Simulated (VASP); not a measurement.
# ZnSnP2 (I-42d) in VASP: single point with PBE

Aim: the single point of ZnSnP2 with PBE.

Everything below comes from runs of VASP 6.6.1. Logs are shortened: lines on timing, memory, paths and dates and some standing lists are left out, and cuts for length are marked.

### Step 1. The cell of the first run

Symmetry: I-42d, No. 122, tetragonal system. The conventional cell has a = 5.702 Å, b = 5.702 Å, c = 11.434 Å, α = 90.00°, β = 90.00°, γ = 90.00°. Zn (site symmetry -4) has 4 P at 2.40 Å within 3.2 Å. Sn (site symmetry -4) has 4 P at 2.55 Å within 3.4 Å. Within 3.2 Å of P (site symmetry 2) lie 2 Zn at 2.40 Å and 2 Sn at 2.55 Å.

### Step 2. Single point, PBE

Input file INCAR:

```
PREC = Accurate ; ENCUT = 500
EDIFF = 1E-6 ; ISMEAR = 0
SIGMA = 0.02 ; LREAL = F
LASPH = T ; NELM = 120
ALGO = Normal ; ISIF = 2
LWAVE = F ; LCHARG = F
GGA = PE ; NBANDS = 46
GGA_COMPAT = F
```

Input file KPOINTS:

```
regular mesh
0
Gamma
  8 8 8
```

Input file POSCAR:

```
ZnSnP2
1.0
   -2.8511721294      2.8511721294      5.7169954161
    2.8511721294     -2.8511721294      5.7169954161
    2.8511721294      2.8511721294     -5.7169954161
Zn Sn P
2 2 4
Direct
    0.7500000000      0.2500000000      0.5000000000
    0.0000000000      0.0000000000      0.0000000000
    0.2500000000      0.7500000000      0.5000000000
    0.5000000000      0.5000000000      0.0000000000
    0.3750000000      0.3527859570      0.4777859570
    0.6472140430      0.1250000000      0.0222140430
    0.1027859570      0.6250000000      0.9777859570
    0.8750000000      0.8972140430      0.5222140430
```

Potentials or basis: VASP PAW PBE potentials, release 64 (Zn, Sn_d, P).

Run with:

```
$ cat potpaw_PBE.64/Zn/POTCAR potpaw_PBE.64/Sn_d/POTCAR potpaw_PBE.64/P/POTCAR > POTCAR
$ mpirun -np 1 vasp_std > vasp.out
```

OUTCAR:

```text
PREC = Accurate
   ENCUT = 500
   EDIFF = 1E-6
   ISMEAR = 0
   LREAL = F
   LASPH = T
   NELM = 120
   ISIF = 2
   GGA = PE

 ion  position               nearest neighbor table
   1  0.750  0.250  0.500-   6 2.40   5 2.40   7 2.40   8 2.40
   2  0.000  0.000  0.000-   8 2.40   6 2.40   7 2.40   5 2.40
   3  0.250  0.750  0.500-   6 2.55   5 2.55   8 2.55   7 2.55
   4  0.500  0.500  0.000-   8 2.55   6 2.55   7 2.55   5 2.55
   5  0.375  0.353  0.478-   1 2.40   2 2.40   4 2.55   3 2.55
   6  0.647  0.125  0.022-   1 2.40   2 2.40   4 2.55   3 2.55
   7  0.103  0.625  0.978-   1 2.40   2 2.40   3 2.55   4 2.55
   8  0.875  0.897  0.522-   2 2.40   1 2.40   3 2.55   4 2.55

  LATTYP: Found a body centered tetragonal cell.
 ALAT       =     5.7023442588
 C/A-ratio  =     2.0051386436

  Lattice vectors:

 A1 = (  -2.8511721294,   2.8511721294,   5.7169954161)
 A2 = (   2.8511721294,  -2.8511721294,   5.7169954161)
 A3 = (   2.8511721294,   2.8511721294,  -5.7169954161)

Analysis of symmetry for initial positions (statically):
=====================================================================
 Subroutine PRICEL returns:
 Original cell was already a primitive cell.

 Routine SETGRP: Setting up the symmetry group for a
 body centered tetragonal supercell.

 Subroutine GETGRP returns: Found  8 space group operations
 (whereof  4 operations were pure point group operations)
 out of a pool of 16 trial point group operations.

The static configuration has the point symmetry S_4 .
 The point group associated with its full space group is D_2d.

Analysis of symmetry for dynamics (positions and initial velocities):
=====================================================================
 Subroutine PRICEL returns:
 Original cell was already a primitive cell.

 Routine SETGRP: Setting up the symmetry group for a
 body centered tetragonal supercell.

 Subroutine GETGRP returns: Found  8 space group operations
 (whereof  4 operations were pure point group operations)
 out of a pool of 16 trial point group operations.

The dynamic configuration has the point symmetry S_4 .
 The point group associated with its full space group is D_2d.

 Subroutine INISYM returns: Found  8 space group operations
 (whereof  4 operations are pure point group operations),
 and found     1 'primitive' translations

----------------------------------------------------------------------------------------

                                     Primitive cell

  volume of cell :     185.8980

  direct lattice vectors                    reciprocal lattice vectors
    -2.851172129  2.851172129  5.716995416     0.000000000  0.175366473  0.087458527
     2.851172129 -2.851172129  5.716995416     0.175366473  0.000000000  0.087458527
     2.851172129  2.851172129 -5.716995416     0.175366473  0.175366473  0.000000000

  length of vectors
     6.995884620  6.995884620  6.995884620     0.195965287  0.195965287  0.248005644

  position of ions in fractional coordinates (direct lattice)
     0.750000000  0.250000000  0.500000000
     0.000000000  0.000000000  0.000000000
     0.250000000  0.750000000  0.500000000
     0.500000000  0.500000000  0.000000000
     0.375000000  0.352785957  0.477785957
     0.647214043  0.125000000  0.022214043
     0.102785957  0.625000000  0.977785957
     0.875000000  0.897214043  0.522214043

  ion indices of the primitive-cell ions
   primitive index   ion index
                 1           1
                 2           2
                 3           3
                 4           4
                 5           5
                 6           6
                 7           7
                 8           8

----------------------------------------------------------------------------------------

 KPOINTS: regular mesh

Automatic generation of k-mesh.
 Grid dimensions read from file:
 generate k-points for:    8    8    8

 Generating k-lattice:

  Cartesian coordinates                     Fractional coordinates (reciprocal lattice)
     0.000000000  0.021920809  0.010932316     0.125000000 -0.000000000  0.000000000
     0.021920809  0.000000000  0.010932316    -0.000000000  0.125000000  0.000000000
     0.021920809  0.021920809  0.000000000     0.000000000  0.000000000  0.125000000

  Length of vectors
     0.024495661  0.024495661  0.031000706

  Shift w.r.t. Gamma in fractional coordinates (k-lattice)
     0.000000000  0.000000000  0.000000000

 Subroutine IBZKPT returns following result:
 ===========================================

 Found     59 irreducible k-points:

 Following reciprocal coordinates:
            Coordinates               Weight
  0.000000  0.000000  0.000000      1.000000
  0.125000  0.000000  0.000000      8.000000
  0.250000  0.000000  0.000000      8.000000
  0.375000  0.000000 -0.000000      8.000000
  0.500000  0.000000  0.000000      4.000000
  0.125000  0.125000  0.000000      8.000000
[... 16 lines left out ...]
  0.250000  0.125000  0.125000     16.000000
  0.375000  0.125000  0.125000      8.000000
 [... further k-points ...]
   k-points           NKPTS =     59   k-points in BZ     NKDIM =     59   number of bands    NBANDS=     46
   number of dos      NEDOS =    301   number of ions     NIONS =      8
   total plane-waves  NPLWV = 157464
   dimension x,y,z NGX =    54 NGY =   54 NGZ =   54
   dimension x,y,z NGXF=   108 NGYF=  108 NGZF=  108
   ions per type =               2   2   4
   NGX,Y,Z   is equivalent  to a cutoff of  12.83, 12.83, 12.83 a.u.
   NGXF,Y,Z  is equivalent  to a cutoff of  25.66, 25.66, 25.66 a.u.
 SYSTEM =  unknown system
   PREC   = accura    normal or accurate (medium, high low for compatibility)
   ISTART =      0    job   : 0-new  1-cont  2-samecut
   ICHARG =      2    charge: 1-file 2-atom 10-const
   ISPIN  =      1    spin polarized calculation?
   LNONCOLLINEAR =      F non collinear calculations
   LSORBIT =      F    spin-orbit coupling
   LASPH  =      T    aspherical Exc in radial PAW
   ENCUT  =  500.0 eV  36.75 Ry    6.06 a.u.  12.76 12.76 12.76*2*pi/ulx,y,z
   NELM   =    120;   NELMIN=  2; NELMDL= -5     # of ELM steps
   EDIFF  = 0.1E-05   stopping-criterion for ELM
   LREAL  =      F    real-space projection
   EDIFFG = 0.1E-04   stopping-criterion for IOM
   NSW    =      0    number of steps for IOM
   IBRION =     -1    ionic relax: 0-MD 1-quasi-New 2-CG
   NFREE  =      0    steps in history (QN), initial steepest desc. (CG)
   ISIF   =      2    stress and relaxation
   ISYM   =      2    0-nonsym 1-usesym 2-fastsym
   POTIM  = 0.5000    time-step for ionic-motion
   TEBEG  =    0.0;   TEEND  =   0.0 temperature during run
   PSTRESS=    0.0 pullay stress
   NELECT =      72.0000    total number of electrons
   NUPDOWN=      -1.0000    fix difference up-down
   EMIN   =  10.00;   EMAX   =-10.00  energy-range for DOS
   EFERMI =   0.00;   METHOD = LEGACY
   ISMEAR =     0;   SIGMA  =   0.02  broadening in eV -4-tet -1-fermi 0-gaus
   EFERMI_NEDOS =   21; number of points for ismear=-14 and -15
   IALGO  =     38    algorithm
   IMIX   =      4    mixing-type and parameters
     AMIX     =   0.40;   BMIX     =  1.00
     AMIX_MAG =   1.60;   BMIX_MAG =  1.00
  volume/ion in A,a.u.               =      23.24       156.81
  Fermi-wavevector in a.u.,A,eV,Ry     =   1.193331  2.255068 19.375211  1.424038
  Thomas-Fermi vector in A             =   2.329347
   LORBIT       =      0    0 simple, 1 ext, 2 COOP (PROOUT), +10 PAW based schemes
   GGA     = PE    functional components
   LHFCALC =     F    Hartree Fock is set to
   AEXX    =    0.0000 exact exchange contribution
   IVDW    =     0    specifies the selected vdW correction
   LEPSILON=     F    determine dielectric tensor
   LRPA    =     F    only Hartree local field effects (RPA)
 non-spin polarized calculation
 Gauss-broadening in eV      SIGMA  =   0.02
  energy-cutoff  :      500.00
  volume of cell :      185.90
 maximum number of plane-waves:      4757
 NGX is ok and might be reduce to    54
   NGX = 25   NGY = 25   NGZ = 25

 number of electron      72.0000019 magnetization

 Free energy of the ion-electron system (eV)
  ---------------------------------------------------
  ext. energy  EPLUGINS =         0.00000000
  ---------------------------------------------------
  free energy    TOTEN  =       -33.05917285 eV

  energy without entropy =      -33.05917285  energy(sigma->0) =      -33.05917285

 E-fermi :   4.5091     XC(G=0):  -9.4168

 val. band max:        4.3945186461   @ k =   0.0000   0.0000   0.0000
 cond. band min:       5.0852321911   @ k =   0.0000   0.0000   0.0000
 fundamental gap:      0.6907135451
 Fermi energy:         4.5091331416

 k-point     1 :       0.0000    0.0000    0.0000
  band No.  band energies     occupation
      1     -17.1296      2.00000
      2     -17.1296      2.00000
      3     -17.1292      2.00000
      4     -17.1121      2.00000
      5     -17.1026      2.00000
      6     -17.1026      2.00000
[... 38 lines left out ...]
     45       9.0603      0.00000
     46       9.0971      0.00000

 k-point     2 :       0.1250    0.0000    0.0000
  band No.  band energies     occupation
      1     -17.1309      2.00000
      2     -17.1290      2.00000
      3     -17.1282      2.00000
      4     -17.1125      2.00000
      5     -17.1036      2.00000
      6     -17.1020      2.00000
[... 38 lines left out ...]
     45       8.9131      0.00000
     46       9.3034      0.00000

 k-point     3 :       0.2500    0.0000    0.0000
  band No.  band energies     occupation
      1     -17.1321      2.00000
      2     -17.1279      2.00000
      3     -17.1268      2.00000
      4     -17.1132      2.00000
      5     -17.1064      2.00000
      6     -17.1007      2.00000
[... 1018 lines left out ...]
     45       9.5407      0.00000
     46       9.7739      0.00000

 k-point    24 :       0.3750    0.1250    0.1250
  band No.  band energies     occupation
      1     -17.1308      2.00000
      2     -17.1278      2.00000
      3     -17.1226      2.00000
      4     -17.1128      2.00000
      5     -17.1121      2.00000
      6     -17.1040      2.00000
[... 38 lines left out ...]
     45       9.6723      0.00000
     46       9.7509      0.00000

 [... further k-points ...]

------------------------ aborting loop because EDIFF is reached ----------------------------------------

  FORCE on cell =-STRESS in cart. coord.  units (eV):
  Direction    XX          YY          ZZ          XY          YZ          ZX
  --------------------------------------------------------------------------------------
  -------------------------------------------------------------------------------------
  Total        0.0182769      0.0182769      0.0376145      0.0000000     -0.0000000      0.0000000
  in kB        0.1575213      0.1575213      0.3241838      0.0000000     -0.0000000      0.0000000
  external PRESSURE =       0.2130755 kB  Pullay stress =       0.0000000 kB

 VOLUME and BASIS-vectors are now :
 -----------------------------------------------------------------------------
  energy-cutoff  :      500.00
  volume of cell :      185.90
      direct lattice vectors                 reciprocal lattice vectors
    -2.851172129  2.851172129  5.716995416     0.000000000  0.175366473  0.087458527
     2.851172129 -2.851172129  5.716995416     0.175366473  0.000000000  0.087458527
     2.851172129  2.851172129 -5.716995416     0.175366473  0.175366473  0.000000000

 POSITION                                       TOTAL-FORCE (eV/Angst)
 -----------------------------------------------------------------------------------
      0.00000      2.85117      2.85850        -0.000000      0.000000      0.000000
      0.00000      0.00000      0.00000         0.000000      0.000000     -0.000000
      2.85117      0.00000      2.85850        -0.000000      0.000000      0.000000
      0.00000      0.00000      5.71700         0.000000     -0.000000      0.000000
      1.29891      1.42559      1.42925         0.022929      0.000000      0.000000
     -1.42559      1.55226      4.28775        -0.000000     -0.022929      0.000000
      4.27676      1.29891     -1.42925         0.000000      0.022929      0.000000
      1.55226      1.42559      7.14624        -0.022929     -0.000000      0.000000
 -----------------------------------------------------------------------------------
    total drift:                               -0.000002     -0.000002     -0.000003

  FREE ENERGIE OF THE ION-ELECTRON SYSTEM (eV)
  ---------------------------------------------------
  free  energy   TOTEN  =       -33.0591728454 eV

  energy  without entropy=      -33.0591728454  energy(sigma->0) =      -33.05917285
```

It took 13 min on 1 thread of Intel Xeon Platinum 8259CL at 2.50GHz (Skylake/Cascade Lake), shared host; peak memory 0.66 GiB.

What came out:

```
Free energy            : -33.0592 eV
Pressure               : 0.0 GPa
Largest force          : 0.023 eV/Å
Band gap on the k mesh : 0.69 eV
```

Forces in eV/Å, atoms in the order of the input:
```
Zn   0.000  0.000  0.000
Zn   0.000  0.000  0.000
Sn   0.000  0.000  0.000
Sn   0.000  0.000  0.000
P    0.023  0.000  0.000
P    0.000 -0.023  0.000
P    0.000  0.023  0.000
P   -0.023  0.000  0.000
```

Levels at points of the mesh, in eV from the valence-band top:
| k point | band 34 | band 35 | band 36 | band 37 | band 38 | band 39 |
| --- | --- | --- | --- | --- | --- | --- |
| (0.00, 0.00, 0.00) | 0.00 | 0.00 | 0.00 | 0.69 | 1.47 | 1.63 |
| (0.50, 0.00, 0.00) | -1.80 | -1.40 | -0.93 | 2.39 | 2.56 | 2.78 |
| (0.50, 0.50, 0.00) | -1.04 | -0.76 | -0.76 | 1.06 | 1.06 | 2.85 |
| (0.50, 0.50, 0.50) | -1.63 | -1.30 | -1.30 | 1.38 | 1.38 | 1.46 |

Caveat: semilocal functionals underestimate gaps, and a narrow one can read as zero; spin-orbit coupling is left out, which moves the levels of the heavy elements. A k mesh can miss the band edges.
